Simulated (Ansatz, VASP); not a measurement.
# MnCl3: VASP beside Ansatz

Contents of INCAR:

```
SYSTEM = MnCl3
ALGO = Normal
EDIFF = 1E-6
ENCUT = 520
GGA = PS
ISIF = 2
ISMEAR = 0
ISPIN = 2
LASPH = .TRUE.
LCHARG = .TRUE.
LELF = .TRUE.
LMAXMIX = 4
LORBIT = 11
LREAL = .FALSE.
LVHAR = .TRUE.
LWAVE = .FALSE.
MAGMOM = 3.79 0 0 0
NBANDS = 29
NELM = 150
PREC = Accurate
SIGMA = 0.05
```

Contents of KPOINTS:

```
k-points
0
G
  6 6 6
  0 0 0
```

Contents of POSCAR:

```
MnCl3
1.0
    4.5998586218      0.0000000000      0.0000000000
    0.0000000000      4.5998586218      0.0000000000
    0.0000000000      0.0000000000      4.5998586218
Mn Cl
1 3
Direct
    0.0000000000      0.0000000000      0.0000000000
    0.5000000000      0.0000000000      0.0000000000
    0.0000000000      0.0000000000      0.5000000000
    0.0000000000      0.5000000000      0.0000000000
```

Input for Ansatz:

```yaml
crystal:
  lattice:
    - [4.5998586218, 0.0, 0.0]
    - [0.0, 4.5998586218, 0.0]
    - [0.0, 0.0, 4.5998586218]
  atoms:
    - { symbol: Mn, position: [0.0, 0.0, 0.0], spin: 3.79 }
    - { symbol: Cl, position: [0.5, 0.0, 0.0] }
    - { symbol: Cl, position: [0.0, 0.0, 0.5] }
    - { symbol: Cl, position: [0.0, 0.5, 0.0] }
basis:
  ecutwfc: 420
  ecutrho_ratio: 4
kpoints:
  mp_grid: { grid: [6, 6, 6] }
hamiltonian:
  xc: pbesol
scf:
  occupations: { method: gaussian, width: 0.05 }
output:
  forces: true
  stress: true
  eigenvalues: true
  populations: true
magnetization:
  spin_polarized: true
```

Alike in both runs: task single point; functional PBEsol; k mesh 6 × 6 × 6; occupations gaussian, width 0.05 eV; collinear spin.

|  | VASP | Ansatz |
| --- | --- | --- |
| version | VASP 6.6.1 | Ansatz 0.2.0 |
| potentials or method | VASP PAW PBE potentials, release 64 (Mn_pv, Cl), cutoff 520 eV | scalar-relativistic, plane waves, PAW |
| valence electrons in the cell | 34 | 36 |

|  | VASP | Ansatz | Ansatz less VASP |
| --- | --- | --- | --- |
| gap on the k mesh at the Fermi level (eV) | none | none | - |
| pressure (GPa) | 2.3 | 2.3 | +0.05 |
| net moment per atom (μB) | 1.00 | 1.00 | 0.000 |
| size of the moment on the site where the two differ most (μB) | 3.59 | 3.42 | -0.174 |

VASP's potentials were made for PBE, not for PBEsol. Site moments also hang on the region over which each program counts them. A gap of «none» marks a metal or a gap that the smearing closes. VASP's potentials hold 34 valence electrons a cell and Ansatz's 36, so a difference there can come from the potentials and not from the codes.
